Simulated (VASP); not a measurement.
Here is a VASP 6.6.1 calculation.

File POSCAR:

```
Zn
1.0
   -1.5336721741      1.5336721741      1.5336721741
    1.5336721741     -1.5336721741      1.5336721741
    1.5336721741      1.5336721741     -1.5336721741
Zn
1
Direct
    0.0000000000      0.0000000000      0.0000000000
```

INCAR.step1

```
PREC = Accurate
ENCUT = 520
ISMEAR = -1
SIGMA = 0.1
LREAL = F
LASPH = T
NELM = 60
NBANDS = 12
GGA = PE
ALGO = Normal
EDIFF = 1E-4
LWAVE = T
LCHARG = F
```

The input INCAR.step2:

```
PREC = Accurate
ENCUT = 520
EDIFF = 1E-6
ISMEAR = -1
SIGMA = 0.1
LREAL = F
LASPH = T
NELM = 60
ALGO = Normal
ISIF = 2
LWAVE = F
LCHARG = F
METAGGA = R2SCAN
LMIXTAU = T
NBANDS = 12
ISTART = 1
```

Contents of KPOINTS:

```
regular mesh
0
Gamma
  24 24 24
```

Potentials or basis: VASP PAW PBE potentials, release 64 (Zn).

Run with:

```console
$ cat potpaw_PBE.64/Zn/POTCAR > POTCAR
$ cp INCAR.step1 INCAR
$ mpirun -np 1 vasp_std > vasp.out
$ cp INCAR.step2 INCAR
$ mpirun -np 1 vasp_std > vasp.out
```

**Question.** What does it give for the band gap on the k mesh?

**Answer.** Zero (band 6 reaches 8.06 eV, above the bottom of band 7 at 2.66 eV).

**Question.** Estimate the pressure.

**Answer.** 0.5 GPa.

Caveat: the PAW data sets were made with another functional, which shifts forces and pressure a little.
